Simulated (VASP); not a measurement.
Cs2SnI6:

```
Sn Cs I
1.0
     0.00000    5.88377    5.88377
     5.88377    0.00000    5.88377
     5.88377    5.88377    0.00000
Sn Cs I
1 2 6
Direct
  0.00000 0.00000 0.00000
  0.25000 0.25000 0.25000
  0.75000 0.75000 0.75000
  0.75500 0.24500 0.24500
  0.24500 0.75500 0.24500
  0.24500 0.75500 0.75500
  0.75500 0.24500 0.75500
  0.24500 0.24500 0.75500
  0.75500 0.75500 0.24500
```

Base run:

```yaml
Program: VASP 6.6.1
Functional: PBE
Potentials_or_basis: VASP PAW PBE potentials, release 64 (Sn_d, Cs_sv, I)
Cutoff: 500 eV
k_mesh: 3 × 3 × 3
Occupations: fermi-dirac, width 0.0318 eV
Spin: no spin polarisation
```

Its results: band gap on the k mesh 0.15 eV; pressure 0.8 GPa; largest force 0.110 eV/Å.

The run is repeated on the same cell with these changes: functional from PBE to PBEsol; further incar settings from ALGO = Normal; EDIFF = 1e-06; NBANDS = 47; ISYM = 0 to ALGO = Normal; EDIFF = 1e-06; NBANDS = 47. What comes out?

Band gap on the k mesh 0.08 eV; pressure -0.5 GPa; largest force 0.022 eV/Å.

Caveats: semilocal functionals underestimate gaps, and a narrow one can read as zero; spin-orbit coupling is left out, which moves the levels of the heavy elements; the PAW data sets were made with another functional, which shifts forces and pressure a little (at least some runs).

